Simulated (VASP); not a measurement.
# MnS (Fm-3m) in VASP: a series of runs

Runs on MnS. Level: PBE. Tasks: single point.

Everything below comes from runs of VASP 6.6.1. Logs are shortened: lines on timing, memory, paths and dates and some standing lists are left out, and cuts for length are marked.

**1. The cell of the first run**

The structure is cubic, space group Fm-3m (No. 225). The conventional cell has a = 5.000 Å, b = 5.000 Å, c = 5.000 Å, α = 90.00°, β = 90.00°, γ = 90.00°. Within 3.3 Å of Mn (site symmetry m-3m) lie 6 S at 2.50 Å. Within 3.3 Å of S (site symmetry m-3m) lie 6 Mn at 2.50 Å.

**2. Single point, PBE, collinear spin, ferromagnetic start**

The input, INCAR:

```
SYSTEM = MnS
PREC     = Accurate       ! precision mode
ENCUT    = 520            ! plane-wave cutoff, eV
EDIFF    = 1E-6           ! SCF threshold, eV
ISMEAR   = 0              ! smearing method
SIGMA    = 0.05           ! smearing width, eV
LREAL    = .FALSE.        ! projectors in reciprocal space
LASPH    = .TRUE.         ! aspherical terms in the spheres
NELM     = 150            ! most SCF steps
ALGO     = Normal         ! electronic algorithm
ISIF     = 2              ! what is computed and relaxed
LWAVE    = .FALSE.        ! write WAVECAR
LCHARG   = .TRUE.         ! write CHGCAR
ISPIN    = 2              ! spin polarisation
MAGMOM   = 4.56 0         ! initial moments
LORBIT   = 11             ! projections on sites
LMAXMIX  = 4              ! l up to which the mixer works
GGA      = PE             ! functional
LELF     = .TRUE.         ! ELF
LVHAR    = .TRUE.       
NBANDS   = 20             ! bands
```

The input, KPOINTS:

```
regular mesh
0
G
  12 12 12
  0 0 0
```

The input, POSCAR:

```
MnS
1.0
    0.0000000000      2.5000273112      2.5000273112
    2.5000273112      0.0000000000      2.5000273112
    2.5000273112      2.5000273112      0.0000000000
Mn S
1 1
Direct
    0.0000000000      0.0000000000      0.0000000000
    0.5000000000      0.5000000000      0.5000000000
```

Potentials or basis: VASP PAW PBE potentials, release 64 (Mn_pv, S).

Started as:

```bash
$ cat potpaw_PBE.64/Mn_pv/POTCAR potpaw_PBE.64/S/POTCAR > POTCAR
$ mpirun -np 1 vasp_std > vasp.out
```

OUTCAR:

```text
SYSTEM = MnS
   PREC = Accurate
   ENCUT = 520
   EDIFF = 1E-6
   ISMEAR = 0
   LREAL = .FALSE.
   LASPH = .TRUE.
   NELM = 150
   ISIF = 2
   ISPIN = 2
   LORBIT = 11
   GGA = PE

 ion  position               nearest neighbor table
   1  0.000  0.000  0.000-   2 2.50   2 2.50   2 2.50   2 2.50   2 2.50   2 2.50
   2  0.500  0.500  0.500-   1 2.50   1 2.50   1 2.50   1 2.50   1 2.50   1 2.50

  LATTYP: Found a face centered cubic cell.
 ALAT       =     5.0000546224

  Lattice vectors:

 A1 = (   0.0000000000,   2.5000273112,   2.5000273112)
 A2 = (   2.5000273112,   0.0000000000,   2.5000273112)
 A3 = (   2.5000273112,   2.5000273112,   0.0000000000)

Analysis of symmetry for initial positions (statically):
=====================================================================
 Subroutine PRICEL returns:
 Original cell was already a primitive cell.

 Routine SETGRP: Setting up the symmetry group for a
 face centered cubic supercell.

 Subroutine GETGRP returns: Found 48 space group operations
 (whereof 48 operations were pure point group operations)
 out of a pool of 48 trial point group operations.

The static configuration has the point symmetry O_h .

Analysis of symmetry for dynamics (positions and initial velocities):
=====================================================================
 Subroutine PRICEL returns:
 Original cell was already a primitive cell.

 Routine SETGRP: Setting up the symmetry group for a
 face centered cubic supercell.

 Subroutine GETGRP returns: Found 48 space group operations
 (whereof 48 operations were pure point group operations)
 out of a pool of 48 trial point group operations.

The dynamic configuration has the point symmetry O_h .

Analysis of structural, dynamic, and magnetic symmetry:
=====================================================================
 Subroutine PRICEL returns:
 Original cell was already a primitive cell.

 Routine SETGRP: Setting up the symmetry group for a
 face centered cubic supercell.

 Subroutine GETGRP returns: Found 48 space group operations
 (whereof 48 operations were pure point group operations)
 out of a pool of 48 trial point group operations.

The overall configuration has the point symmetry O_h .

 Subroutine INISYM returns: Found 48 space group operations
 (whereof 48 operations are pure point group operations),
 and found     1 'primitive' translations

----------------------------------------------------------------------------------------

                                     Primitive cell

  volume of cell :      31.2510

  direct lattice vectors                    reciprocal lattice vectors
     0.000000000  2.500027311  2.500027311    -0.199997815  0.199997815  0.199997815
     2.500027311  0.000000000  2.500027311     0.199997815 -0.199997815  0.199997815
     2.500027311  2.500027311  0.000000000     0.199997815  0.199997815 -0.199997815

  length of vectors
     3.535572530  3.535572530  3.535572530     0.346406377  0.346406377  0.346406377

  position of ions in fractional coordinates (direct lattice)
     0.000000000  0.000000000  0.000000000
     0.500000000  0.500000000  0.500000000

  ion indices of the primitive-cell ions
   primitive index   ion index
                 1           1
                 2           2

----------------------------------------------------------------------------------------

 KPOINTS: regular mesh

Automatic generation of k-mesh.
 Grid dimensions read from file:
 generate k-points for:   12   12   12

 Generating k-lattice:

  Cartesian coordinates                     Fractional coordinates (reciprocal lattice)
    -0.016666485  0.016666485  0.016666485     0.083333333  0.000000000  0.000000000
     0.016666485 -0.016666485  0.016666485     0.000000000  0.083333333  0.000000000
     0.016666485  0.016666485 -0.016666485     0.000000000  0.000000000  0.083333333

  Length of vectors
     0.028867198  0.028867198  0.028867198

  Shift w.r.t. Gamma in fractional coordinates (k-lattice)
     0.000000000  0.000000000  0.000000000

 Subroutine IBZKPT returns following result:
 ===========================================

 Found     72 irreducible k-points:

 Following reciprocal coordinates:
            Coordinates               Weight
  0.000000  0.000000  0.000000      1.000000
  0.083333  0.000000  0.000000      8.000000
  0.166667  0.000000  0.000000      8.000000
  0.250000  0.000000  0.000000      8.000000
  0.333333  0.000000  0.000000      8.000000
  0.416667  0.000000  0.000000      8.000000
[... 16 lines left out ...]
  0.500000  0.166667  0.000000     24.000000
 -0.416667  0.166667  0.000000     24.000000
 [... further k-points ...]
   k-points           NKPTS =     72   k-points in BZ     NKDIM =     72   number of bands    NBANDS=     20
   number of dos      NEDOS =    301   number of ions     NIONS =      2
   total plane-waves  NPLWV =  21952
   dimension x,y,z NGX =    28 NGY =   28 NGZ =   28
   dimension x,y,z NGXF=    56 NGYF=   56 NGZF=   56
   ions per type =               1   1
   NGX,Y,Z   is equivalent  to a cutoff of  13.17, 13.17, 13.17 a.u.
   NGXF,Y,Z  is equivalent  to a cutoff of  26.33, 26.33, 26.33 a.u.
 SYSTEM =  MnS
   PREC   = accura    normal or accurate (medium, high low for compatibility)
   ISTART =      0    job   : 0-new  1-cont  2-samecut
   ICHARG =      2    charge: 1-file 2-atom 10-const
   ISPIN  =      2    spin polarized calculation?
   LNONCOLLINEAR =      F non collinear calculations
   LSORBIT =      F    spin-orbit coupling
   LASPH  =      T    aspherical Exc in radial PAW
   ENCUT  =  520.0 eV  38.22 Ry    6.18 a.u.   6.57  6.57  6.57*2*pi/ulx,y,z
   NELM   =    150;   NELMIN=  2; NELMDL= -5     # of ELM steps
   EDIFF  = 0.1E-05   stopping-criterion for ELM
   LREAL  =      F    real-space projection
   EDIFFG = 0.1E-04   stopping-criterion for IOM
   NSW    =      0    number of steps for IOM
   IBRION =     -1    ionic relax: 0-MD 1-quasi-New 2-CG
   NFREE  =      0    steps in history (QN), initial steepest desc. (CG)
   ISIF   =      2    stress and relaxation
   ISYM   =      2    0-nonsym 1-usesym 2-fastsym
   POTIM  = 0.5000    time-step for ionic-motion
   TEBEG  =    0.0;   TEEND  =   0.0 temperature during run
   PSTRESS=    0.0 pullay stress
   NELECT =      19.0000    total number of electrons
   NUPDOWN=      -1.0000    fix difference up-down
   EMIN   =  10.00;   EMAX   =-10.00  energy-range for DOS
   EFERMI =   0.00;   METHOD = LEGACY
   ISMEAR =     0;   SIGMA  =   0.05  broadening in eV -4-tet -1-fermi 0-gaus
   EFERMI_NEDOS =   21; number of points for ismear=-14 and -15
   IALGO  =     38    algorithm
   IMIX   =      4    mixing-type and parameters
     AMIX     =   0.40;   BMIX     =  1.00
     AMIX_MAG =   1.60;   BMIX_MAG =  1.00
  volume/ion in A,a.u.               =      15.63       105.45
  Fermi-wavevector in a.u.,A,eV,Ry     =   1.386877  2.620818 26.169824  1.923428
  Thomas-Fermi vector in A             =   2.511151
   LORBIT       =     11    0 simple, 1 ext, 2 COOP (PROOUT), +10 PAW based schemes
   GGA     = PE    functional components
   LHFCALC =     F    Hartree Fock is set to
   AEXX    =    0.0000 exact exchange contribution
   IVDW    =     0    specifies the selected vdW correction
   LEPSILON=     F    determine dielectric tensor
   LRPA    =     F    only Hartree local field effects (RPA)
 spin polarized calculation
 Gauss-broadening in eV      SIGMA  =   0.05
  energy-cutoff  :      520.00
  volume of cell :       31.25
 maximum number of plane-waves:       872
 NGX is ok and might be reduce to    28
   NGX = 13   NGY = 13   NGZ = 13

 number of electron      18.9999998 magnetization       4.3041055

 Free energy of the ion-electron system (eV)
  ---------------------------------------------------
  ext. energy  EPLUGINS =         0.00000000
  ---------------------------------------------------
  free energy    TOTEN  =       -14.06624377 eV

  energy without entropy =      -14.06459176  energy(sigma->0) =      -14.06541777

 E-fermi :   8.1159     XC(G=0): -11.2731

 val. band max:        8.1071848210   @ k =  -0.0833   0.0833   0.0000
 cond. band min:       8.1243118113   @ k =   0.2500   0.0833   0.0000
 fundamental gap:      0.0171269903
 Fermi energy:         8.1158539130

 spin component 1

 k-point     1 :       0.0000    0.0000    0.0000
  band No.  band energies     occupation
      1     -42.4291      1.00000
      2     -42.4291      1.00000
      3     -42.4291      1.00000
      4      -7.4053      1.00000
      5       4.6722      1.00000
      6       4.6722      1.00000
[... 12 lines left out ...]
     19      20.4608      0.00000
     20      21.4931      0.00000
[... 507 lines left out ...]
 k-point    24 :      -0.4167    0.1667    0.0000
  band No.  band energies     occupation
      1     -42.4429      1.00000
      2     -42.4340      1.00000
      3     -42.4319      1.00000
      4      -5.6503      1.00000
      5       0.6103      1.00000
      6       2.5803      1.00000
[... 12 lines left out ...]
     19      22.9321      0.00000
     20      24.4506      0.00000

 [... further k-points ...]

 spin component 2

 k-point     1 :       0.0000    0.0000    0.0000
  band No.  band energies     occupation
      1     -38.2411      1.00000
      2     -38.2411      1.00000
      3     -38.2411      1.00000
      4      -7.1377      1.00000
      5       6.2229      1.00000
      6       6.2229      1.00000
[... 12 lines left out ...]
     19      21.5102      0.00000
     20      23.0797      0.00000
[... 507 lines left out ...]
 k-point    24 :      -0.4167    0.1667    0.0000
  band No.  band energies     occupation
      1     -38.2593      1.00000
      2     -38.2473      1.00000
      3     -38.2446      1.00000
      4      -5.4563      1.00000
      5       1.2237      1.00000
      6       3.5747      1.00000
[... 12 lines left out ...]
     19      23.7858      0.00000
     20      25.0059      0.00000

 [... further k-points ...]

------------------------ aborting loop because EDIFF is reached ----------------------------------------

  FORCE on cell =-STRESS in cart. coord.  units (eV):
  Direction    XX          YY          ZZ          XY          YZ          ZX
  --------------------------------------------------------------------------------------
  -------------------------------------------------------------------------------------
  Total        0.6986630      0.6986630      0.6986630      0.0000000      0.0000000      0.0000000
  in kB       35.8190495     35.8190495     35.8190495      0.0000000      0.0000000      0.0000000
  external PRESSURE =      35.8190495 kB  Pullay stress =       0.0000000 kB

 VOLUME and BASIS-vectors are now :
 -----------------------------------------------------------------------------
  energy-cutoff  :      520.00
  volume of cell :       31.25
      direct lattice vectors                 reciprocal lattice vectors
     0.000000000  2.500027311  2.500027311    -0.199997815  0.199997815  0.199997815
     2.500027311  0.000000000  2.500027311     0.199997815 -0.199997815  0.199997815
     2.500027311  2.500027311  0.000000000     0.199997815  0.199997815 -0.199997815

 POSITION                                       TOTAL-FORCE (eV/Angst)
 -----------------------------------------------------------------------------------
      0.00000      0.00000      0.00000         0.000000     -0.000000      0.000000
      2.50003      2.50003      2.50003        -0.000000      0.000000     -0.000000
 -----------------------------------------------------------------------------------
    total drift:                               -0.000000      0.000000      0.000000

  FREE ENERGIE OF THE ION-ELECTRON SYSTEM (eV)
  ---------------------------------------------------
  free  energy   TOTEN  =       -14.0662437743 eV

  energy  without entropy=      -14.0645917616  energy(sigma->0) =      -14.06541777

 total charge

# of ion       s       p       d       tot
------------------------------------------
    1        0.238   6.202   4.999  11.439
    2        1.329   2.419   0.000   3.748
--------------------------------------------------
tot          1.567   8.621   4.999  15.187

 magnetization (x)

# of ion       s       p       d       tot
------------------------------------------
    1        0.053   0.043   3.859   3.955
    2        0.027   0.044   0.000   0.071
--------------------------------------------------
tot          0.081   0.087   3.859   4.026
```

Wall time 47 s (1 thread of Intel Xeon 6975P-C (Granite Rapids), shared host); peak memory 0.21 GiB.

What came out:

| Property | Result |
| --- | --- |
| Free energy | -14.0662 eV |
| Pressure | 3.6 GPa |
| Net moment | 4.30 μB per cell |
| Site moments | Mn +3.96; S +0.07 μB |
| Valence electrons inside the program's atomic spheres | Mn 11.44; S 3.75 |

Caveat: a cell with one magnetic atom can't hold antiferromagnetic order, which such compounds often take; semilocal functionals often make such compounds metallic where correlation or magnetic order opens a gap, which also shifts bond lengths. With open d or f shells a metallic result of PBE can be an artefact of self-interaction; +U or a hybrid may open a gap.

[end of part 1 of 2]
